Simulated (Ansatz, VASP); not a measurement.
**AlN in VASP and in Ansatz**

```
CELL_PARAMETERS angstrom
3.19250 0.00000 0.00000
-1.59625 2.76479 0.00000
0.00000 0.00000 4.81630
ATOMIC_POSITIONS crystal
Al 0.33333 0.66667 0.00173
Al 0.66667 0.33333 0.50173
N 0.33333 0.66667 0.38327
N 0.66667 0.33333 0.88327
```

Alike in both runs: task relaxation of the atoms; functional PBE; k mesh 9 × 9 × 6; occupations gaussian, width 0.05 eV; no spin polarisation.

|  | VASP | Ansatz |
| --- | --- | --- |
| version | VASP 6.6.1 | Ansatz 0.2.0 |
| potentials or method | VASP PAW PBE potentials, release 64 (Al, N), cutoff 520 eV | scalar-relativistic, plane waves, PAW |
| valence electrons in the cell | 16 | 16 |

Ansatz gave:

- gap on the k mesh at the Fermi level, each at its own relaxed structure (eV): 3.69

Q: What did VASP give for the same quantities?

A: gap on the k mesh at the Fermi level, each at its own relaxed structure (eV): 3.70.

Ansatz's warnings: stress scf threshold loose.
